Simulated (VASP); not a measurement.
# Si5N (P1) in VASP: single point with PBE

Aim: the single point of Si5N with PBE.

Program: VASP 6.6.1. These are calculated values, not measurements. Logs are shortened: lines on timing, memory, paths and dates and some standing lists are left out, and cuts for length are marked.

### 1 The cell of the first run

The typed cell holds 12 atoms: a = 5.767 Å, b = 5.931 Å, c = 6.260 Å, α = 69.70°, β = 82.12°, γ = 86.19°.

### 2 Single point, PBE

Input file INCAR:

```
SYSTEM = Si5N
ALGO = Normal
EDIFF = 1E-6
ENCUT = 520
GGA = PE
ISIF = 2
ISMEAR = 0
LASPH = .TRUE.
LCHARG = .FALSE.
LREAL = .FALSE.
LWAVE = .FALSE.
NBANDS = 37
NELM = 60
PREC = Accurate
SIGMA = 0.02
```

Input file KPOINTS:

```
k-points
0
G
  6 6 6
  0 0 0
```

Input file POSCAR:

```
Si5N
1.0
    5.7669286608      0.0038913494     -0.0013909147
    0.3899283712      5.9182465148      0.0014025346
    0.8578967390      2.1191296662      5.8277295493
Si N
10 2
Direct
    0.8960799987      0.9279283268      0.9990901067
    0.3939835373      0.9137889815      0.0163944792
    0.9452787918      0.3037464133      0.3732966639
    0.3531151885      0.2458925226      0.3994102333
    0.4599240742      0.3121975945      0.0088565010
    0.8796302675      0.3327910595      0.9873330263
    0.6850082697      0.9895485189      0.5611999767
    0.2002764080      0.5939076392      0.7856111355
    0.7941628313      0.6903013387      0.3879182436
    0.3893322650      0.6359083227      0.4050539806
    0.6669826415      0.8739326204      0.8618441728
    0.1695597363      0.8467247420      0.8806554402
```

Potentials or basis: VASP PAW PBE potentials, release 64 (Si, N).

Command:

```
cat potpaw_PBE.64/Si/POTCAR potpaw_PBE.64/N/POTCAR > POTCAR
mpirun -np 1 vasp_std > vasp.out
```

OUTCAR:

```text
SYSTEM = Si5N
   EDIFF = 1E-6
   ENCUT = 520
   GGA = PE
   ISIF = 2
   ISMEAR = 0
   LASPH = .TRUE.
   LREAL = .FALSE.
   NELM = 60
   PREC = Accurate

 ion  position               nearest neighbor table
   1  0.896  0.928  0.999-  12 1.76  11 1.77   9 2.37   6 2.37   2 2.88   2 2.89   7 3.05   8 3.09

   2  0.394  0.914  0.016-  12 1.78  11 1.78   5 2.40  10 2.42   1 2.88   1 2.89   7 3.01   8 3.09

   3  0.945  0.304  0.373-   7 2.34   4 2.37   9 2.43   6 2.44
   4  0.353  0.246  0.399-   5 2.34  10 2.35   3 2.37   7 2.47
   5  0.460  0.312  0.009-   4 2.34   8 2.37   2 2.40   6 2.41
   6  0.880  0.333  0.987-   1 2.37   8 2.41   5 2.41   3 2.44
   7  0.685  0.990  0.561-  11 1.76   3 2.34   9 2.39   4 2.47   2 3.01   1 3.05
   8  0.200  0.594  0.786-  12 1.79   5 2.37   6 2.41  10 2.42   1 3.09   2 3.09
   9  0.794  0.690  0.388-  10 2.36   1 2.37   7 2.39   3 2.43
  10  0.389  0.636  0.405-   4 2.35   9 2.36   8 2.42   2 2.42
  11  0.667  0.874  0.862-   7 1.76   1 1.77   2 1.78
  12  0.170  0.847  0.881-   1 1.76   2 1.78   8 1.79

  LATTYP: Found a triclinic cell.
 ALAT       =     5.7669301414
 B/A-ratio  =     1.6193188540
 C/A-ratio  =     1.3714313717
 COS(alpha) =     0.0633767384
 COS(beta)  =     0.6206904774
 COS(gamma) =     0.6672303349

  Lattice vectors:

 A1 = (   5.7669286608,   0.0038913494,  -0.0013909147)
 A2 = (   6.2348970286,  -3.7952254992,   5.8249361000)
 A3 = (   4.9090319218,  -2.1152383168,  -5.8291204640)

Analysis of symmetry for initial positions (statically):
=====================================================================
 Subroutine PRICEL returns:
 Original cell was already a primitive cell.

 Routine SETGRP: Setting up the symmetry group for a
 triclinic supercell.

 Subroutine GETGRP returns: Found  1 space group operations
 (whereof  1 operations were pure point group operations)
 out of a pool of  2 trial point group operations.

The static configuration has the point symmetry C_1 .

Analysis of symmetry for dynamics (positions and initial velocities):
=====================================================================
 Subroutine PRICEL returns:
 Original cell was already a primitive cell.

 Routine SETGRP: Setting up the symmetry group for a
 triclinic supercell.

 Subroutine GETGRP returns: Found  1 space group operations
 (whereof  1 operations were pure point group operations)
 out of a pool of  2 trial point group operations.

The dynamic configuration has the point symmetry C_1 .

 Subroutine INISYM returns: Found  1 space group operations
 (whereof  1 operations are pure point group operations),
 and found     1 'primitive' translations

----------------------------------------------------------------------------------------

                                     Primitive cell

  volume of cell :     198.8810

  direct lattice vectors                    reciprocal lattice vectors
     5.766928661  0.003891349 -0.001390915     0.173405077 -0.011419866 -0.021374272
     0.389928371  5.918246515  0.001402535    -0.000128847  0.168992014 -0.061431377
     0.857896739  2.119129666  5.827729549     0.000041418 -0.000043396  0.171603095

  length of vectors
     5.766930141  5.931078141  6.260122128     0.175090244  0.179811378  0.171603106

  position of ions in fractional coordinates (direct lattice)
     0.896079999  0.927928327  0.999090107
     0.393983537  0.913788981  0.016394479
     0.945278792  0.303746413  0.373296664
     0.353115188  0.245892523  0.399410233
     0.459924074  0.312197594  0.008856501
     0.879630267  0.332791060  0.987333026
     0.685008270  0.989548519  0.561199977
     0.200276408  0.593907639  0.785611135
     0.794162831  0.690301339  0.387918244
     0.389332265  0.635908323  0.405053981
     0.666982641  0.873932620  0.861844173
     0.169559736  0.846724742  0.880655440

  ion indices of the primitive-cell ions
   primitive index   ion index
                 1           1
                 2           2
                 3           3
                 4           4
                 5           5
                 6           6
                 7           7
                 8           8
                 9           9
                10          10
                11          11
                12          12

----------------------------------------------------------------------------------------

 KPOINTS: k-points

Automatic generation of k-mesh.
 Grid dimensions read from file:
 generate k-points for:    6    6    6

 Generating k-lattice:

  Cartesian coordinates                     Fractional coordinates (reciprocal lattice)
     0.028900846 -0.001903311 -0.003562379     0.166666667 -0.000000000 -0.000000000
    -0.000021475  0.028165336 -0.010238563     0.000000000  0.166666667  0.000000000
     0.000006903 -0.000007233  0.028600516     0.000000000  0.000000000  0.166666667

  Length of vectors
     0.029181707  0.029968563  0.028600518

  Shift w.r.t. Gamma in fractional coordinates (k-lattice)
     0.000000000  0.000000000  0.000000000

 Subroutine IBZKPT returns following result:
 ===========================================

 Found    112 irreducible k-points:

 Following reciprocal coordinates:
            Coordinates               Weight
  0.000000  0.000000  0.000000      1.000000
  0.166667  0.000000  0.000000      2.000000
  0.333333  0.000000  0.000000      2.000000
  0.500000  0.000000  0.000000      1.000000
  0.000000  0.166667  0.000000      2.000000
  0.166667  0.166667  0.000000      2.000000
[... 16 lines left out ...]
  0.333333  0.000000  0.166667      2.000000
  0.500000 -0.000000  0.166667      2.000000
 [... further k-points ...]
   k-points           NKPTS =    112   k-points in BZ     NKDIM =    112   number of bands    NBANDS=     37
   number of dos      NEDOS =    301   number of ions     NIONS =     12
   total plane-waves  NPLWV = 110592
   dimension x,y,z NGX =    48 NGY =   48 NGZ =   48
   dimension x,y,z NGXF=    96 NGYF=   96 NGZF=   96
   ions per type =              10   2
   NGX,Y,Z   is equivalent  to a cutoff of  13.84, 13.45, 12.75 a.u.
   NGXF,Y,Z  is equivalent  to a cutoff of  27.67, 26.91, 25.49 a.u.
 SYSTEM =  Si5N
   PREC   = accura    normal or accurate (medium, high low for compatibility)
   ISTART =      0    job   : 0-new  1-cont  2-samecut
   ICHARG =      2    charge: 1-file 2-atom 10-const
   ISPIN  =      1    spin polarized calculation?
   LNONCOLLINEAR =      F non collinear calculations
   LSORBIT =      F    spin-orbit coupling
   LASPH  =      T    aspherical Exc in radial PAW
   ENCUT  =  520.0 eV  38.22 Ry    6.18 a.u.  10.72 11.03 11.64*2*pi/ulx,y,z
   NELM   =     60;   NELMIN=  2; NELMDL= -5     # of ELM steps
   EDIFF  = 0.1E-05   stopping-criterion for ELM
   LREAL  =      F    real-space projection
[... 7 lines left out ...]
   TEBEG  =    0.0;   TEEND  =   0.0 temperature during run
   PSTRESS=    0.0 pullay stress
   NELECT =      50.0000    total number of electrons
   NUPDOWN=      -1.0000    fix difference up-down
   EMIN   =  10.00;   EMAX   =-10.00  energy-range for DOS
   EFERMI =   0.00;   METHOD = LEGACY
   ISMEAR =     0;   SIGMA  =   0.02  broadening in eV -4-tet -1-fermi 0-gaus
   EFERMI_NEDOS =   21; number of points for ismear=-14 and -15
   IALGO  =     38    algorithm
   IMIX   =      4    mixing-type and parameters
     AMIX     =   0.40;   BMIX     =  1.00
     AMIX_MAG =   1.60;   BMIX_MAG =  1.00
  volume/ion in A,a.u.               =      16.57       111.84
  Fermi-wavevector in a.u.,A,eV,Ry     =   1.033238  1.952537 14.525322  1.067581
  Thomas-Fermi vector in A             =   2.167475
   LORBIT       =      0    0 simple, 1 ext, 2 COOP (PROOUT), +10 PAW based schemes
   GGA     = PE    functional components
   LHFCALC =     F    Hartree Fock is set to
   AEXX    =    0.0000 exact exchange contribution
   IVDW    =     0    specifies the selected vdW correction
   LEPSILON=     F    determine dielectric tensor
   LRPA    =     F    only Hartree local field effects (RPA)
 non-spin polarized calculation
 Gauss-broadening in eV      SIGMA  =   0.02
  energy-cutoff  :      520.00
  volume of cell :      198.88
 maximum number of plane-waves:      5378
 NGX is ok and might be reduce to    48
   NGX = 21   NGY = 23   NGZ = 23

 number of electron      50.0000000 magnetization

 Free energy of the ion-electron system (eV)
  ---------------------------------------------------
  ext. energy  EPLUGINS =         0.00000000
  ---------------------------------------------------
  free energy    TOTEN  =       -71.23351079 eV

  energy without entropy =      -71.23351079  energy(sigma->0) =      -71.23351079

 E-fermi :   6.6770     XC(G=0):  -9.9617

 val. band max:        6.5685968920   @ k =  -0.3333  -0.0000   0.1667
 cond. band min:       7.1609097528   @ k =   0.3333   0.5000   0.0000
 fundamental gap:      0.5923128608
 Fermi energy:         6.6769832436

 k-point     1 :       0.0000    0.0000    0.0000
  band No.  band energies     occupation
      1     -10.6546      2.00000
      2      -9.3020      2.00000
      3      -4.7470      2.00000
      4      -3.1950      2.00000
      5      -2.9296      2.00000
      6      -2.4487      2.00000
[... 29 lines left out ...]
     36      11.5530      0.00000
     37      11.9180      0.00000

 k-point     2 :       0.1667    0.0000    0.0000
  band No.  band energies     occupation
      1     -10.5847      2.00000
      2      -9.4229      2.00000
      3      -4.6485      2.00000
      4      -3.1470      2.00000
      5      -2.8561      2.00000
      6      -2.4456      2.00000
[... 29 lines left out ...]
     36      11.5729      0.00000
     37      11.8007      0.00000

 k-point     3 :       0.3333    0.0000    0.0000
  band No.  band energies     occupation
      1     -10.3840      2.00000
      2      -9.7203      2.00000
      3      -4.3667      2.00000
      4      -3.3248      2.00000
      5      -2.7425      2.00000
      6      -2.3751      2.00000
[... 29 lines left out ...]
     36      11.2380      0.00000
     37      11.6188      0.00000

 k-point     4 :       0.5000    0.0000    0.0000
  band No.  band energies     occupation
      1     -10.1212      2.00000
      2     -10.0290      2.00000
      3      -4.0643      2.00000
      4      -3.6710      2.00000
      5      -2.6722      2.00000
      6      -2.3254      2.00000
[... 29 lines left out ...]
     36      11.1667      0.00000
     37      11.5382      0.00000
[... 683 lines left out ...]
      1     -10.5806      2.00000
      2      -9.4201      2.00000
      3      -4.7022      2.00000
      4      -3.1682      2.00000
      5      -2.9236      2.00000
      6      -2.3030      2.00000
[... 29 lines left out ...]
     36      11.4429      0.00000
     37      11.6065      0.00000

 k-point    23 :       0.3333    0.0000    0.1667
  band No.  band energies     occupation
      1     -10.3816      2.00000
      2      -9.7153      2.00000
      3      -4.4211      2.00000
      4      -3.3700      2.00000
      5      -2.7229      2.00000
      6      -2.2698      2.00000
[... 29 lines left out ...]
     36      11.1573      0.00000
     37      11.5304      0.00000

 k-point    24 :       0.5000   -0.0000    0.1667
  band No.  band energies     occupation
      1     -10.1167      2.00000
      2     -10.0263      2.00000
      3      -4.1809      2.00000
      4      -3.6469      2.00000
      5      -2.5910      2.00000
      6      -2.3264      2.00000
[... 29 lines left out ...]
     36      11.1614      0.00000
     37      11.4965      0.00000

 [... further k-points ...]

------------------------ aborting loop because EDIFF is reached ----------------------------------------

  FORCE on cell =-STRESS in cart. coord.  units (eV):
  Direction    XX          YY          ZZ          XY          YZ          ZX
  --------------------------------------------------------------------------------------
  -------------------------------------------------------------------------------------
  Total       -0.1026365     -0.1478371     -0.1213903      0.0041487     -0.0070343      0.0009613
  in kB       -0.8268357     -1.1909703     -0.9779153      0.0334216     -0.0566680      0.0077439
  external PRESSURE =      -0.9985738 kB  Pullay stress =       0.0000000 kB

 VOLUME and BASIS-vectors are now :
 -----------------------------------------------------------------------------
  energy-cutoff  :      520.00
  volume of cell :      198.88
      direct lattice vectors                 reciprocal lattice vectors
     5.766928661  0.003891349 -0.001390915     0.173405077 -0.011419866 -0.021374272
     0.389928371  5.918246515  0.001402535    -0.000128847  0.168992014 -0.061431377
     0.857896739  2.119129666  5.827729549     0.000041418 -0.000043396  0.171603095

 POSITION                                       TOTAL-FORCE (eV/Angst)
 -----------------------------------------------------------------------------------
      6.38657      7.61240      5.82248         0.001715     -0.006256     -0.007286
      2.64245      5.44430      0.09628        -0.001920      0.001908     -0.000706
      5.89004      2.59239      2.17458        -0.003600     -0.001517      0.000333
      2.47492      2.30303      2.32751         0.004635      0.002606     -0.003986
      2.78168      1.86822      0.05141        -0.000582     -0.004450      0.000896
      6.04956      4.06525      5.75315        -0.000769     -0.002960      0.001889
      4.81770      7.04831      3.27096         0.002902     -0.000421     -0.005467
      2.06053      5.18048      4.57888         0.001233      0.003343      0.001019
      5.18184      4.91051      2.26055        -0.003861      0.002504     -0.006028
      2.84070      4.62334      2.36090        -0.000693     -0.003032      0.004354
      4.92659      7.00110      5.02289         0.006408      0.013619      0.004722
      2.06351      6.87801      5.13317        -0.005469     -0.005342      0.010259
 -----------------------------------------------------------------------------------
    total drift:                                0.000138      0.000693     -0.000385

  FREE ENERGIE OF THE ION-ELECTRON SYSTEM (eV)
  ---------------------------------------------------
  free  energy   TOTEN  =       -71.2335107916 eV

  energy  without entropy=      -71.2335107916  energy(sigma->0) =      -71.23351079
```

Wall time 12 min (1 thread of Intel Xeon Platinum 8559C (Emerald Rapids), shared host); peak memory 0.72 GiB.

Results:

| Property | Result |
| --- | --- |
| Free energy | -71.2335 eV |
| Pressure | -0.1 GPa |
| Largest force | 0.016 eV/Å |
| Band gap on the k mesh | 0.59 eV (least direct gap 0.94 eV) |

Forces on the atoms (eV/Å):
```
Si   0.002 -0.006 -0.007
Si  -0.002  0.002 -0.001
Si  -0.004 -0.002  0.000
Si   0.005  0.003 -0.004
Si  -0.001 -0.004  0.001
Si  -0.001 -0.003  0.002
Si   0.003  0.000 -0.005
Si   0.001  0.003  0.001
Si  -0.004  0.003 -0.006
Si  -0.001 -0.003  0.004
N    0.006  0.014  0.005
N   -0.005 -0.005  0.010
```
